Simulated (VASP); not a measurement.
# Ir (P-1) in VASP: single point with LDA

Aim: the single point of Ir with LDA.

Program: VASP 6.6.1. These are calculated values, not measurements. Logs are shortened: lines on timing, memory, paths and dates and some standing lists are left out, and cuts for length are marked.

## 1. The cell of the first run

The typed cell holds 1 atom: a = 2.623 Å, b = 2.547 Å, c = 2.699 Å, α = 63.68°, β = 64.57°, γ = 62.82°.

## 2. Single point, LDA (engineering shear strain xz -0.1100, engineering shear strain yz -0.0550)

INCAR reads:

```
PREC = Accurate
ENCUT = 520
EDIFF = 1E-6
ISMEAR = 0
SIGMA = 0.15
LREAL = F
LASPH = T
NELM = 100
ALGO = Fast
ISIF = 2
LWAVE = F
LCHARG = F
GGA = CA
NBANDS = 10
```

KPOINTS reads:

```
Automatic mesh
0
Gamma
  20 20 20
```

POSCAR reads:

```
Ir
1.0
   -0.1047973331      1.8530073892      1.8530073892
    1.8006087226     -0.0523986665      1.8006087226
    1.9054060557      1.9054060557     -0.1571959996
Ir
1
Direct
    0.0000000000      0.0000000000      0.0000000000
```

Potentials or basis: VASP PAW LDA potentials, release 64 (Ir).

Command:

```bash
$ cat potpaw_LDA.64/Ir/POTCAR > POTCAR
$ mpirun -np 1 vasp_std > vasp.out
```

OUTCAR:

```text
PREC = Accurate
   ENCUT = 520
   EDIFF = 1E-6
   ISMEAR = 0
   LREAL = F
   LASPH = T
   NELM = 100
   ISIF = 2
   GGA = CA

 ion  position               nearest neighbor table
   1  0.000  0.000  0.000-

  LATTYP: Found a triclinic cell.
 ALAT       =     4.4121285944
 B/A-ratio  =     0.5772688336
 C/A-ratio  =     0.6444371899
 COS(alpha) =     0.0003791276
 COS(beta)  =     0.3061921790
 COS(gamma) =     0.8487450460

  Lattice vectors:

 A1 = (  -1.6958113895,  -1.8006087227,  -3.6536161118)
 A2 = (  -1.8006087226,   0.0523986665,  -1.8006087226)
 A3 = (   2.0102033888,   0.0523986665,  -2.0102033888)

Analysis of symmetry for initial positions (statically):
=====================================================================
 Subroutine PRICEL returns:
 Original cell was already a primitive cell.

 Routine SETGRP: Setting up the symmetry group for a
 triclinic supercell.

 Subroutine GETGRP returns: Found  2 space group operations
 (whereof  2 operations were pure point group operations)
 out of a pool of  2 trial point group operations.

The static configuration has the point symmetry S_2 .

Analysis of symmetry for dynamics (positions and initial velocities):
=====================================================================
 Subroutine PRICEL returns:
 Original cell was already a primitive cell.

 Routine SETGRP: Setting up the symmetry group for a
 triclinic supercell.

 Subroutine GETGRP returns: Found  2 space group operations
 (whereof  2 operations were pure point group operations)
 out of a pool of  2 trial point group operations.

The dynamic configuration has the point symmetry S_2 .

 Subroutine INISYM returns: Found  2 space group operations
 (whereof  2 operations are pure point group operations),
 and found     1 'primitive' translations

----------------------------------------------------------------------------------------

                                     Primitive cell

  volume of cell :      13.7831

  direct lattice vectors                    reciprocal lattice vectors
    -0.104797333  1.853007389  1.853007389    -0.248322262  0.269455756  0.256163567
     1.800608723 -0.052398667  1.800608723     0.277297061 -0.254968356  0.270650967
     1.905406056  1.905406056 -0.157196000     0.249119069  0.255765163 -0.241676167

  length of vectors
     2.622642799  2.546984327  2.699232309     0.447090733  0.463847463  0.431142087

  position of ions in fractional coordinates (direct lattice)
     0.000000000  0.000000000  0.000000000

  ion indices of the primitive-cell ions
   primitive index   ion index
                 1           1

----------------------------------------------------------------------------------------

 KPOINTS: Automatic mesh

Automatic generation of k-mesh.
 Grid dimensions read from file:
 generate k-points for:   20   20   20

 Generating k-lattice:

  Cartesian coordinates                     Fractional coordinates (reciprocal lattice)
    -0.012416113  0.013472788  0.012808178     0.050000000  0.000000000 -0.000000000
     0.013864853 -0.012748418  0.013532548    -0.000000000  0.050000000  0.000000000
     0.012455953  0.012788258 -0.012083808     0.000000000  0.000000000  0.050000000

  Length of vectors
     0.022354537  0.023192373  0.021557104

  Shift w.r.t. Gamma in fractional coordinates (k-lattice)
     0.000000000  0.000000000  0.000000000

 Subroutine IBZKPT returns following result:
 ===========================================

 Found   4004 irreducible k-points:

 Following reciprocal coordinates:
            Coordinates               Weight
  0.000000  0.000000  0.000000      1.000000
  0.050000  0.000000 -0.000000      2.000000
  0.100000 -0.000000  0.000000      2.000000
  0.150000 -0.000000  0.000000      2.000000
  0.200000 -0.000000  0.000000      2.000000
  0.250000  0.000000  0.000000      2.000000
[... 16 lines left out ...]
 -0.450000  0.050000  0.000000      2.000000
 -0.400000  0.050000 -0.000000      2.000000
 [... further k-points ...]
   k-points           NKPTS =   4004   k-points in BZ     NKDIM =   4004   number of bands    NBANDS=     10
   number of dos      NEDOS =    301   number of ions     NIONS =      1
   total plane-waves  NPLWV =   8000
   dimension x,y,z NGX =    20 NGY =   20 NGZ =   20
   dimension x,y,z NGXF=    40 NGYF=   40 NGZF=   40
   ions per type =               1
   NGX,Y,Z   is equivalent  to a cutoff of  12.68, 13.05, 12.32 a.u.
   NGXF,Y,Z  is equivalent  to a cutoff of  25.36, 26.11, 24.64 a.u.
 SYSTEM =  unknown system
   PREC   = accura    normal or accurate (medium, high low for compatibility)
   ISTART =      0    job   : 0-new  1-cont  2-samecut
   ICHARG =      2    charge: 1-file 2-atom 10-const
   ISPIN  =      1    spin polarized calculation?
   LNONCOLLINEAR =      F non collinear calculations
   LSORBIT =      F    spin-orbit coupling
   LASPH  =      T    aspherical Exc in radial PAW
   ENCUT  =  520.0 eV  38.22 Ry    6.18 a.u.   4.88  4.74  5.02*2*pi/ulx,y,z
   NELM   =    100;   NELMIN=  2; NELMDL= -5     # of ELM steps
   EDIFF  = 0.1E-05   stopping-criterion for ELM
   LREAL  =      F    real-space projection
   EDIFFG = 0.1E-04   stopping-criterion for IOM
   NSW    =      0    number of steps for IOM
   IBRION =     -1    ionic relax: 0-MD 1-quasi-New 2-CG
   NFREE  =      0    steps in history (QN), initial steepest desc. (CG)
   ISIF   =      2    stress and relaxation
   ISYM   =      2    0-nonsym 1-usesym 2-fastsym
   POTIM  = 0.5000    time-step for ionic-motion
   TEBEG  =    0.0;   TEEND  =   0.0 temperature during run
   PSTRESS=    0.0 pullay stress
   NELECT =       9.0000    total number of electrons
   NUPDOWN=      -1.0000    fix difference up-down
   EMIN   =  10.00;   EMAX   =-10.00  energy-range for DOS
   EFERMI =   0.00;   METHOD = LEGACY
   ISMEAR =     0;   SIGMA  =   0.15  broadening in eV -4-tet -1-fermi 0-gaus
   EFERMI_NEDOS =   21; number of points for ismear=-14 and -15
   IALGO  =     68    algorithm
   IMIX   =      4    mixing-type and parameters
     AMIX     =   0.40;   BMIX     =  1.00
     AMIX_MAG =   1.60;   BMIX_MAG =  1.00
  volume/ion in A,a.u.               =      13.78        93.01
  Fermi-wavevector in a.u.,A,eV,Ry     =   1.420278  2.683935 27.445513  2.017188
  Thomas-Fermi vector in A             =   2.541210
   LORBIT       =      0    0 simple, 1 ext, 2 COOP (PROOUT), +10 PAW based schemes
   GGA     = CA    functional components
   LHFCALC =     F    Hartree Fock is set to
   AEXX    =    0.0000 exact exchange contribution
   IVDW    =     0    specifies the selected vdW correction
   LEPSILON=     F    determine dielectric tensor
   LRPA    =     F    only Hartree local field effects (RPA)
 non-spin polarized calculation
 RMM-DIIS sequential band-by-band and
 Gauss-broadening in eV      SIGMA  =   0.15
  energy-cutoff  :      520.00
  volume of cell :       13.78
 maximum number of plane-waves:       387
   NGX =  9   NGY =  9   NGZ = 11

 number of electron       9.0000000 magnetization

 Free energy of the ion-electron system (eV)
  ---------------------------------------------------
  ext. energy  EPLUGINS =         0.00000000
  ---------------------------------------------------
  free energy    TOTEN  =       -10.13466995 eV

  energy without entropy =      -10.12365706  energy(sigma->0) =      -10.12916351

 E-fermi :  10.7098     XC(G=0): -14.2776

 val. band max:       10.7091356129   @ k =  -0.3500  -0.4500   0.0500
 cond. band min:      10.7100991703   @ k =   0.1000  -0.2500   0.3500
 fundamental gap:      0.0009635574
 Fermi energy:        10.7097755091

 k-point     1 :       0.0000    0.0000    0.0000
  band No.  band energies     occupation
      1      -0.6054      2.00000
      2       5.7464      2.00000
      3       6.2942      2.00000
      4       7.7326      2.00000
      5       9.7468      2.00000
      6       9.7954      2.00000
      7      24.9016      0.00000
      8      29.0153      0.00000
      9      30.9129      0.00000
     10      33.0143      0.00000

 k-point     2 :       0.0500    0.0000   -0.0000
  band No.  band energies     occupation
      1      -0.4949      2.00000
      2       5.7781      2.00000
      3       6.2596      2.00000
      4       7.7800      2.00000
      5       9.7213      2.00000
      6       9.7548      2.00000
      7      25.0912      0.00000
      8      28.9340      0.00000
      9      30.6919      0.00000
     10      33.1095      0.00000

 k-point     3 :       0.1000   -0.0000    0.0000
  band No.  band energies     occupation
      1      -0.1736      2.00000
      2       5.8569      2.00000
      3       6.1701      2.00000
      4       7.9186      2.00000
      5       9.6471      2.00000
      6       9.6691      2.00000
      7      25.6238      0.00000
      8      28.2868      0.00000
      9      30.7828      0.00000
     10      33.5124      0.00000

 k-point     4 :       0.1500   -0.0000    0.0000
  band No.  band energies     occupation
      1       0.3249      2.00000
      2       5.9064      2.00000
      3       6.1088      2.00000
      4       8.1112      2.00000
      5       9.5441      2.00000
      6       9.6374      2.00000
      7      26.3776      0.00000
      8      27.1086      0.00000
      9      31.5481      0.00000
     10      34.2183      0.00000

 k-point     5 :       0.2000   -0.0000    0.0000
  band No.  band energies     occupation
      1       0.9325      2.00000
      2       5.8782      2.00000
      3       6.1598      2.00000
      4       8.2529      2.00000
      5       9.5141      2.00000
      6       9.7529      2.00000
      7      25.7605      0.00000
      8      27.1167      0.00000
      9      32.6591      0.00000
     10      35.0830      0.00000

 k-point     6 :       0.2500    0.0000    0.0000
  band No.  band energies     occupation
      1       1.5329      2.00000
      2       5.9463      2.00000
      3       6.2334      2.00000
      4       8.2500      2.00000
      5       9.6239      2.00000
      6      10.1017      2.00000
      7      24.3538      0.00000
      8      27.3828      0.00000
      9      33.7144      0.00000
     10      35.4550      0.00000
[... 183 lines left out ...]
 k-point    21 :       0.4500    0.0500    0.0000
  band No.  band energies     occupation
      1       2.4139      2.00000
      2       5.7767      2.00000
      3       7.7719      2.00000
      4       8.7184      2.00000
      5      10.8057      0.36590
      6      12.2438      0.00000
      7      18.9007      0.00000
      8      25.3845      0.00000
      9      30.1870      0.00000
     10      32.8579      0.00000

 k-point    22 :       0.5000    0.0500    0.0000
  band No.  band energies     occupation
      1       2.4085      2.00000
      2       5.7422      2.00000
      3       7.7116      2.00000
      4       9.2552      2.00000
      5      10.9918      0.00783
      6      12.5192      0.00000
      7      18.1040      0.00000
      8      25.1480      0.00000
      9      29.8236      0.00000
     10      32.3497      0.00000

 k-point    23 :      -0.4500    0.0500    0.0000
  band No.  band energies     occupation
      1       2.4082      2.00000
      2       5.7665      2.00000
      3       7.7084      2.00000
      4       9.1146      2.00000
      5      10.9957      0.00703
      6      12.4578      0.00000
      7      18.2654      0.00000
      8      25.1982      0.00000
      9      29.9069      0.00000
     10      32.4362      0.00000

 k-point    24 :      -0.4000    0.0500   -0.0000
  band No.  band energies     occupation
      1       2.4077      2.00000
      2       5.8440      2.00000
      3       7.7586      2.00000
      4       8.4172      2.00000
      5      10.7340      0.81951
      6      12.1325      0.00000
      7      19.3025      0.00000
      8      25.5296      0.00000
      9      30.4317      0.00000
     10      33.1052      0.00000

 [... further k-points ...]

------------------------ aborting loop because EDIFF is reached ----------------------------------------

  FORCE on cell =-STRESS in cart. coord.  units (eV):
  Direction    XX          YY          ZZ          XY          YZ          ZX
  --------------------------------------------------------------------------------------
  -------------------------------------------------------------------------------------
  Total        1.0822254      0.4243052      1.2919193      0.0444301      1.3438130      2.7828411
  in kB      125.8000913     49.3221044    150.1753422      5.1646506    156.2075784    323.4831522
  external PRESSURE =     108.4325126 kB  Pullay stress =       0.0000000 kB

 VOLUME and BASIS-vectors are now :
 -----------------------------------------------------------------------------
  energy-cutoff  :      520.00
  volume of cell :       13.78
      direct lattice vectors                 reciprocal lattice vectors
    -0.104797333  1.853007389  1.853007389    -0.248322262  0.269455756  0.256163567
     1.800608723 -0.052398667  1.800608723     0.277297061 -0.254968356  0.270650967
     1.905406056  1.905406056 -0.157196000     0.249119069  0.255765163 -0.241676167

 POSITION                                       TOTAL-FORCE (eV/Angst)
 -----------------------------------------------------------------------------------
      0.00000      0.00000      0.00000        -0.000000      0.000000      0.000000
 -----------------------------------------------------------------------------------
    total drift:                               -0.000000      0.000000      0.000000

  FREE ENERGIE OF THE ION-ELECTRON SYSTEM (eV)
  ---------------------------------------------------
  free  energy   TOTEN  =       -10.1346699497 eV

  energy  without entropy=      -10.1236570616  energy(sigma->0) =      -10.12916351
```

Run time: 6.2 min. Hardware: 1 thread of Intel Xeon Platinum 8488C (Sapphire Rapids), shared host; peak memory 0.65 GiB.

Results:

```
Free energy            : -10.1347 eV
Pressure               : 10.8 GPa
Band gap on the k mesh : zero (an odd number of electrons rules out a gap without spin polarisation)
```

Stress tensor (GPa, compression positive):
```
12.58  0.52 32.35
 0.52  4.93 15.62
32.35 15.62 15.02
```

Levels at points of the mesh, in eV from the Fermi level:
| k point | band 1 | band 2 | band 3 | band 4 | band 5 | band 6 | band 7 | band 8 |
| --- | --- | --- | --- | --- | --- | --- | --- | --- |
| (0.00, 0.00, 0.00) | -11.32 | -4.96 | -4.42 | -2.98 | -0.96 | -0.91 | 14.19 | 18.31 |
| (0.50, 0.00, 0.00) | -8.41 | -5.00 | -2.94 | -0.96 | 0.14 | 1.48 | 7.38 | 14.20 |
| (0.00, 0.50, 0.00) | -8.28 | -5.08 | -3.12 | -0.39 | 0.38 | 1.51 | 8.31 | 13.78 |
| (0.50, 0.50, 0.00) | -8.18 | -7.59 | 0.56 | 1.37 | 1.94 | 2.09 | 11.27 | 11.89 |
| (0.00, 0.00, 0.50) | -8.57 | -4.67 | -3.20 | -1.48 | 0.40 | 1.17 | 6.43 | 14.63 |
| (0.50, 0.00, 0.50) | -8.23 | -7.64 | 0.96 | 1.62 | 1.78 | 1.82 | 9.91 | 10.99 |
| (0.00, 0.50, 0.50) | -8.18 | -7.61 | 0.64 | 1.50 | 1.91 | 1.96 | 10.93 | 11.21 |
| (0.50, 0.50, 0.50) | -8.21 | -4.93 | -3.71 | 0.25 | 0.87 | 1.73 | 9.07 | 13.24 |

Caveat: the cell differs from its parent crystal (engineering shear strain xz -0.1100, engineering shear strain yz -0.0550); the stress differs along the axes, from 5 to 15 GPa; spin-orbit coupling is left out, which moves the levels of the heavy elements.
